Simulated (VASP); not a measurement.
Write the native input for VASP 6.6.1 that does the following.

- Task: single point
- Functional: PBE
- Potentials or basis: VASP PAW PBE potentials, release 64 (Bi_d, Te)
- Cutoff: 520 eV
- k mesh: 12 × 12 × 12
- Occupations: gaussian, width 0.15 eV
- Spin: no spin polarisation
- Dipole correction: no
- Further INCAR settings: ALGO = Normal; EDIFF = 1e-07; NBANDS = 18

The structure of BiTe lies in POSCAR:

```
BiTe
1.0
    0.0000000000      3.2511939987      3.2511939987
    3.2511939987      0.0000000000      3.2511939987
    3.2511939987      3.2511939987      0.0000000000
Bi Te
1 1
Direct
    0.0305179670      0.0305179670     -0.0305179670
    0.4500183625      0.4500183625      0.5499816375
```

This cell differs from its parent crystal: atoms displaced along a vibrational mode.

One way to write it, as run:

INCAR

```
ALGO = Normal ; EDIFF = 1E-7
ENCUT = 520 ; GGA = PE
ISIF = 2 ; ISMEAR = 0
LASPH = True ; LCHARG = False
LREAL = False ; LWAVE = False
NBANDS = 18 ; NELM = 80
PREC = Accurate ; SIGMA = 0.15
```

KPOINTS

```
k-points
0
Gamma
  12 12 12
```

Potentials or basis: VASP PAW PBE potentials, release 64 (Bi_d, Te).

Command:

```console
$ cat potpaw_PBE.64/Bi_d/POTCAR potpaw_PBE.64/Te/POTCAR > POTCAR
$ mpirun -np 1 vasp_std > vasp.out
```

Results of the run:

```json
{
 "Pressure": "5.0 GPa",
 "Largest force": "2.114 eV/Å",
 "Band gap on the k mesh": "zero (an odd number of electrons rules out a gap without spin polarisation)"
}
```

Caveat: the cell differs from its parent crystal (atoms displaced along a vibrational mode); the cell stands under pressure; spin-orbit coupling is left out, which moves the levels of the heavy elements; forces of over 1 eV/Å act on the atoms, so gaps and moduli don't describe the material at rest.

It took 2.2 min on 1 thread of Intel(R) Xeon(R) Platinum 8259CL CPU @ 2.50GHz (Skylake/Cascade Lake), on a shared host, peak memory 0.35 GiB.
